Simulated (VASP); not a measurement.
# TiPt3 (Pm-3m) in VASP: notebook

The runs below take TiPt3 through electric field gradients, with PBEsol, r2SCAN.

Program: VASP 6.6.1. These are calculated values, not measurements. Logs are shortened: lines on timing, memory, paths and dates and some standing lists are left out, and cuts for length are marked.

## (1) The cell of the first run

Symmetry: Pm-3m, No. 221, cubic system. The conventional cell has a = 3.897 Å, b = 3.897 Å, c = 3.897 Å, α = 90.00°, β = 90.00°, γ = 90.00°. Within 3.6 Å of Ti (site symmetry m-3m) lie 12 Pt at 2.76 Å. Within 3.6 Å of Pt (site symmetry 4/mmm) lie 4 Ti at 2.76 Å and 8 Pt at 2.76 Å.

## (2) Electric field gradients, PBEsol

INCAR

```
  PREC = Accurate
  ENCUT = 520
  EDIFF = 1E-8
  ISMEAR = -1
  SIGMA = 0.05
  LREAL = F
  LASPH = T
  NELM = 60
  ALGO = Normal
  ISIF = 2
  LWAVE = F
  LCHARG = F
  GGA = PS
  LEFG = T
  NBANDS = 29
```

KPOINTS

```
Automatic mesh
0
Gamma
  9 9 9
```

POSCAR

```
TiPt3
1.0
    3.8970000000      0.0000000000      0.0000000000
    0.0000000000      3.8970000000      0.0000000000
    0.0000000000      0.0000000000      3.8970000000
Ti Pt
1 3
Direct
    0.0000000000      0.0000000000      0.0000000000
    0.0000000000      0.5000000000      0.5000000000
    0.5000000000      0.0000000000      0.5000000000
    0.5000000000      0.5000000000      0.0000000000
```

Potentials or basis: VASP PAW PBE potentials, release 64 (Ti_sv, Pt).

Command:

```
$ cat potpaw_PBE.64/Ti_sv/POTCAR potpaw_PBE.64/Pt/POTCAR > POTCAR
$ mpirun -np 1 vasp_std > vasp.out
```

OUTCAR:

```text
PREC = Accurate
   ENCUT = 520
   EDIFF = 1E-8
   ISMEAR = -1
   LREAL = F
   LASPH = T
   NELM = 60
   ISIF = 2
   GGA = PS

 ion  position               nearest neighbor table
   1  0.000  0.000  0.000-   2 2.76   3 2.76   4 2.76   2 2.76   3 2.76   2 2.76   4 2.76   2 2.76
                             3 2.76   4 2.76   3 2.76   4 2.76
   2  0.000  0.500  0.500-   1 2.76   3 2.76   4 2.76   1 2.76   4 2.76   1 2.76   3 2.76   1 2.76
                             3 2.76   4 2.76   4 2.76   3 2.76
   3  0.500  0.000  0.500-   1 2.76   2 2.76   4 2.76   1 2.76   4 2.76   2 2.76   4 2.76   4 2.76
                             1 2.76   2 2.76   1 2.76   2 2.76
   4  0.500  0.500  0.000-   1 2.76   2 2.76   3 2.76   2 2.76   3 2.76   1 2.76   3 2.76   3 2.76
                             1 2.76   2 2.76   2 2.76   1 2.76

  LATTYP: Found a simple cubic cell.
 ALAT       =     3.8970000000

  Lattice vectors:

 A1 = (   3.8970000000,   0.0000000000,   0.0000000000)
 A2 = (   0.0000000000,   3.8970000000,   0.0000000000)
 A3 = (   0.0000000000,   0.0000000000,   3.8970000000)

Analysis of symmetry for initial positions (statically):
=====================================================================
 Subroutine PRICEL returns:
 Original cell was already a primitive cell.

 Routine SETGRP: Setting up the symmetry group for a
 simple cubic supercell.

 Subroutine GETGRP returns: Found 48 space group operations
 (whereof 48 operations were pure point group operations)
 out of a pool of 48 trial point group operations.

The static configuration has the point symmetry O_h .

Analysis of symmetry for dynamics (positions and initial velocities):
=====================================================================
 Subroutine PRICEL returns:
 Original cell was already a primitive cell.

 Routine SETGRP: Setting up the symmetry group for a
 simple cubic supercell.

 Subroutine GETGRP returns: Found 48 space group operations
 (whereof 48 operations were pure point group operations)
 out of a pool of 48 trial point group operations.

The dynamic configuration has the point symmetry O_h .

 Subroutine INISYM returns: Found 48 space group operations
 (whereof 48 operations are pure point group operations),
 and found     1 'primitive' translations

----------------------------------------------------------------------------------------

                                     Primitive cell

  volume of cell :      59.1822

  direct lattice vectors                    reciprocal lattice vectors
     3.897000000  0.000000000  0.000000000     0.256607647  0.000000000  0.000000000
     0.000000000  3.897000000  0.000000000     0.000000000  0.256607647  0.000000000
     0.000000000  0.000000000  3.897000000     0.000000000  0.000000000  0.256607647

  length of vectors
     3.897000000  3.897000000  3.897000000     0.256607647  0.256607647  0.256607647

  position of ions in fractional coordinates (direct lattice)
     0.000000000  0.000000000  0.000000000
     0.000000000  0.500000000  0.500000000
     0.500000000  0.000000000  0.500000000
     0.500000000  0.500000000  0.000000000

  ion indices of the primitive-cell ions
   primitive index   ion index
                 1           1
                 2           2
                 3           3
                 4           4

----------------------------------------------------------------------------------------

 KPOINTS: Automatic mesh

Automatic generation of k-mesh.
 Grid dimensions read from file:
 generate k-points for:    9    9    9

 Generating k-lattice:

  Cartesian coordinates                     Fractional coordinates (reciprocal lattice)
     0.028511961  0.000000000  0.000000000     0.111111111  0.000000000  0.000000000
     0.000000000  0.028511961  0.000000000     0.000000000  0.111111111  0.000000000
     0.000000000  0.000000000  0.028511961     0.000000000  0.000000000  0.111111111

  Length of vectors
     0.028511961  0.028511961  0.028511961

  Shift w.r.t. Gamma in fractional coordinates (k-lattice)
     0.000000000  0.000000000  0.000000000

 Subroutine IBZKPT returns following result:
 ===========================================

 Found     35 irreducible k-points:

 Following reciprocal coordinates:
            Coordinates               Weight
  0.000000  0.000000  0.000000      1.000000
  0.111111  0.000000  0.000000      6.000000
  0.222222  0.000000  0.000000      6.000000
  0.333333  0.000000  0.000000      6.000000
  0.444444  0.000000  0.000000      6.000000
  0.111111  0.111111  0.000000     12.000000
[... 16 lines left out ...]
  0.333333  0.333333  0.111111     24.000000
  0.444444  0.333333  0.111111     48.000000
 [... further k-points ...]
   k-points           NKPTS =     35   k-points in BZ     NKDIM =     35   number of bands    NBANDS=     29
   number of dos      NEDOS =    301   number of ions     NIONS =      4
   total plane-waves  NPLWV =  27000
   dimension x,y,z NGX =    30 NGY =   30 NGZ =   30
   dimension x,y,z NGXF=    60 NGYF=   60 NGZF=   60
   ions per type =               1   3
   NGX,Y,Z   is equivalent  to a cutoff of  12.80, 12.80, 12.80 a.u.
   NGXF,Y,Z  is equivalent  to a cutoff of  25.60, 25.60, 25.60 a.u.
 SYSTEM =  unknown system
   PREC   = accura    normal or accurate (medium, high low for compatibility)
   ISTART =      0    job   : 0-new  1-cont  2-samecut
   ICHARG =      2    charge: 1-file 2-atom 10-const
   ISPIN  =      1    spin polarized calculation?
   LNONCOLLINEAR =      F non collinear calculations
   LSORBIT =      F    spin-orbit coupling
   LASPH  =      T    aspherical Exc in radial PAW
   ENCUT  =  520.0 eV  38.22 Ry    6.18 a.u.   7.25  7.25  7.25*2*pi/ulx,y,z
   NELM   =     60;   NELMIN=  2; NELMDL= -5     # of ELM steps
   EDIFF  = 0.1E-07   stopping-criterion for ELM
   LREAL  =      F    real-space projection
   EDIFFG = 0.1E-06   stopping-criterion for IOM
   NSW    =      0    number of steps for IOM
   IBRION =     -1    ionic relax: 0-MD 1-quasi-New 2-CG
   NFREE  =      0    steps in history (QN), initial steepest desc. (CG)
   ISIF   =      2    stress and relaxation
   ISYM   =      2    0-nonsym 1-usesym 2-fastsym
   POTIM  = 0.5000    time-step for ionic-motion
   TEBEG  =    0.0;   TEEND  =   0.0 temperature during run
   PSTRESS=    0.0 pullay stress
   NELECT =      42.0000    total number of electrons
   NUPDOWN=      -1.0000    fix difference up-down
   EMIN   =  10.00;   EMAX   =-10.00  energy-range for DOS
   EFERMI =   0.00;   METHOD = LEGACY
   ISMEAR =    -1;   SIGMA  =   0.05  broadening in eV -4-tet -1-fermi 0-gaus
   EFERMI_NEDOS =   21; number of points for ismear=-14 and -15
   IALGO  =     38    algorithm
   IMIX   =      4    mixing-type and parameters
     AMIX     =   0.40;   BMIX     =  1.00
     AMIX_MAG =   1.60;   BMIX_MAG =  1.00
  volume/ion in A,a.u.               =      14.80        99.85
  Fermi-wavevector in a.u.,A,eV,Ry     =   1.460251  2.759474 29.012153  2.132333
  Thomas-Fermi vector in A             =   2.576723
   LORBIT       =      0    0 simple, 1 ext, 2 COOP (PROOUT), +10 PAW based schemes
   GGA     = PS    functional components
   LHFCALC =     F    Hartree Fock is set to
   AEXX    =    0.0000 exact exchange contribution
   IVDW    =     0    specifies the selected vdW correction
   LEPSILON=     F    determine dielectric tensor
   LRPA    =     F    only Hartree local field effects (RPA)
 non-spin polarized calculation
  energy-cutoff  :      520.00
  volume of cell :       59.18
 maximum number of plane-waves:      1605
 NGX is ok and might be reduce to    30
   NGX = 15   NGY = 15   NGZ = 15

 number of electron      41.9999997 magnetization

 Free energy of the ion-electron system (eV)
  ---------------------------------------------------
  ext. energy  EPLUGINS =         0.00000000
  ---------------------------------------------------
  free energy    TOTEN  =       -32.76467797 eV

  energy without entropy =      -32.75272079  energy(sigma->0) =      -32.75869938

 E-fermi :  11.7169     XC(G=0): -13.4230

 val. band max:       11.6927817569   @ k =   0.4444   0.1111   0.1111
 cond. band min:      11.7509621579   @ k =   0.0000   0.0000   0.0000
 fundamental gap:      0.0581804010
 Fermi energy:        11.7168720755

 k-point     1 :       0.0000    0.0000    0.0000
  band No.  band energies     occupation
      1     -46.2347      2.00000
      2     -22.5557      2.00000
      3     -22.5557      2.00000
      4     -22.5557      2.00000
      5       1.4167      2.00000
      6       4.2519      2.00000
[... 21 lines left out ...]
     28      13.7594      0.00000
     29      20.0871      0.00000

 k-point     2 :       0.1111    0.0000    0.0000
  band No.  band energies     occupation
      1     -46.2345      2.00000
      2     -22.5591      2.00000
      3     -22.5562      2.00000
      4     -22.5562      2.00000
      5       1.5810      2.00000
      6       4.3562      2.00000
[... 21 lines left out ...]
     28      14.6400      0.00000
     29      19.7934      0.00000

 k-point     3 :       0.2222    0.0000    0.0000
  band No.  band energies     occupation
      1     -46.2339      2.00000
      2     -22.5679      2.00000
      3     -22.5576      2.00000
      4     -22.5576      2.00000
      5       2.0562      2.00000
      6       4.6372      2.00000
[... 21 lines left out ...]
     28      16.0765      0.00000
     29      19.2097      0.00000

 k-point     4 :       0.3333    0.0000    0.0000
  band No.  band energies     occupation
      1     -46.2333      2.00000
      2     -22.5778      2.00000
      3     -22.5591      2.00000
      4     -22.5591      2.00000
      5       2.7727      2.00000
      6       4.8897      2.00000
[... 597 lines left out ...]
     28      17.1311      0.00000
     29      18.4274      0.00000

 k-point    23 :       0.3333    0.3333    0.1111
  band No.  band energies     occupation
      1     -46.2325      2.00000
      2     -22.5763      2.00000
      3     -22.5713      2.00000
      4     -22.5632      2.00000
      5       3.8831      2.00000
      6       5.4952      2.00000
[... 21 lines left out ...]
     28      16.5749      0.00000
     29      18.5067      0.00000

 k-point    24 :       0.4444    0.3333    0.1111
  band No.  band energies     occupation
      1     -46.2323      2.00000
      2     -22.5779      2.00000
      3     -22.5726      2.00000
      4     -22.5639      2.00000
      5       4.4418      2.00000
      6       5.2145      2.00000
[... 21 lines left out ...]
     28      15.8326      0.00000
     29      19.2365      0.00000

 [... further k-points ...]
[... 5 lines left out ...]
  --------------------------------------------------------------------------------------
  -------------------------------------------------------------------------------------
  Total        0.0915958      0.0915958      0.0915958      0.0000000     -0.0000000      0.0000000
  in kB        2.4796746      2.4796746      2.4796746      0.0000000     -0.0000000      0.0000000
  external PRESSURE =       2.4796746 kB  Pullay stress =       0.0000000 kB

 VOLUME and BASIS-vectors are now :
 -----------------------------------------------------------------------------
  energy-cutoff  :      520.00
  volume of cell :       59.18
      direct lattice vectors                 reciprocal lattice vectors
     3.897000000  0.000000000  0.000000000     0.256607647  0.000000000  0.000000000
     0.000000000  3.897000000  0.000000000     0.000000000  0.256607647  0.000000000
     0.000000000  0.000000000  3.897000000     0.000000000  0.000000000  0.256607647

 POSITION                                       TOTAL-FORCE (eV/Angst)
 -----------------------------------------------------------------------------------
      0.00000      0.00000      0.00000         0.000000      0.000000      0.000000
      0.00000      1.94850      1.94850         0.000000      0.000000      0.000000
      1.94850      0.00000      1.94850         0.000000      0.000000      0.000000
      1.94850      1.94850      0.00000         0.000000      0.000000      0.000000
 -----------------------------------------------------------------------------------
    total drift:                                0.000000      0.000000     -0.000000

  FREE ENERGIE OF THE ION-ELECTRON SYSTEM (eV)
  ---------------------------------------------------
  free  energy   TOTEN  =       -32.7646779735 eV

  energy  without entropy=      -32.7527207943  energy(sigma->0) =      -32.75869938

 Electric field gradients (V/A^2)
---------------------------------------------------------------------
 ion       V_xx      V_yy      V_zz      V_xy      V_xz      V_yz
---------------------------------------------------------------------
   1       0.000     0.000     0.000     0.000     0.000     0.000
   2     -66.952    33.476    33.476     0.000     0.000     0.000
   3      33.476   -66.952    33.476     0.000     0.000     0.000
   4      33.476    33.476   -66.952    -0.000     0.000     0.000
---------------------------------------------------------------------

 Electric field gradients after diagonalization (V/A^2)
 (convention: |V_zz| > |V_xx| > |V_yy|)
----------------------------------------------------------------------
 ion       V_xx      V_yy      V_zz     asymmetry (V_yy - V_xx)/ V_zz
----------------------------------------------------------------------
   1       0.000     0.000     0.000      -0.016
   2      33.476    33.476   -66.952       0.000
   3      33.476    33.476   -66.952       0.000
   4      33.476    33.476   -66.952       0.000
----------------------------------------------------------------------

           NMR quadrupolar parameters

 Cq : quadrupolar parameter    Cq=e*Q*V_zz/h
 eta: asymmetry parameters     (V_yy - V_xx)/ V_zz
 Q  : nuclear electric quadrupole moment in mb (millibarn)
----------------------------------------------------------------------
 ion       Cq(MHz)       eta       Q (mb)
----------------------------------------------------------------------
   1       0.000      -0.016       1.000
   2      -0.162       0.000       1.000
   3      -0.162       0.000       1.000
   4      -0.162       0.000       1.000
----------------------------------------------------------------------
```

Run time: 46 s. Hardware: 1 thread of Intel Xeon Platinum 8488C (Sapphire Rapids), shared host; peak memory 0.2 GiB.

What came out:

```
Free energy            : -32.7647 eV
Pressure               : 0.2 GPa
Band gap on the k mesh : zero (band 21 reaches 13.11 eV, above the bottom of band 22 at 11.55 eV)
```

Electric field gradients, principal values (V/Å²):
```
atom   least  middle  greatest (by size)
1 Ti   0.000   0.000               0.000
2 Pt  33.476  33.476             -66.952
3 Pt  33.476  33.476             -66.952
4 Pt  33.476  33.476             -66.952
```

Caveat: without QUAD_EFG the Cq values of the log hold for a quadrupole moment of 1 mb, not for the nuclei; the PAW data sets were made with another functional, which shifts forces and pressure a little; spin-orbit coupling is left out, which moves the levels of the heavy elements.

[end of part 1 of 2]
